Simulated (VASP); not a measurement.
# KCl: single point with PBE-based screened hybrid with 35 % exact exchange

KCl:

```
K Cl
1.0
     0.00000    3.14485    3.14485
     3.14485    0.00000    3.14485
     3.14485    3.14485    0.00000
K Cl
1 1
Direct
  0.00000 0.00000 0.00000
  0.50000 0.50000 0.50000
```

```yaml
Program: VASP 6.6.1
Task: single point
Functional: PBE-based screened hybrid with 35 % exact exchange
Potentials_or_basis: VASP PAW PBE potentials, release 64 (K_sv, Cl)
Cutoff: 520 eV
k_mesh: 4 × 4 × 4
Occupations: gaussian, width 0.01 eV
Spin: no spin polarisation
Dipole_correction: no
Grid_for_exact_exchange_PRECFOCK: Normal
Share_of_exact_exchange: 0.35
Further_INCAR_settings: ALGO = Normal; EDIFF = 1e-06; NBANDS = 15
Screening_parameter: 0.2078 1/Å
```

* Pressure: 0.4 GPa
* Band gap on the k mesh: 7.04 eV

Levels at points of the mesh, in eV from the valence-band top:
```tsv
k point	band 6	band 7	band 8	band 9	band 10	band 11
(0.00, 0.00, 0.00)	0.00	0.00	0.00	7.04	10.53	10.53
(0.50, 0.00, 0.00)	-1.12	-0.34	-0.34	9.43	10.70	13.03
(0.50, 0.50, 0.00)	-0.72	-0.25	-0.25	8.44	10.42	12.07
```

Run time: 5.7 min on 1 thread of Intel(R) Xeon(R) Platinum 8488C (Sapphire Rapids), on a shared host, peak memory 0.31 GiB.

Caveat: the k points lie up to 0.43 Å⁻¹ apart; the PAW data sets were made with another functional, which shifts forces and pressure a little.
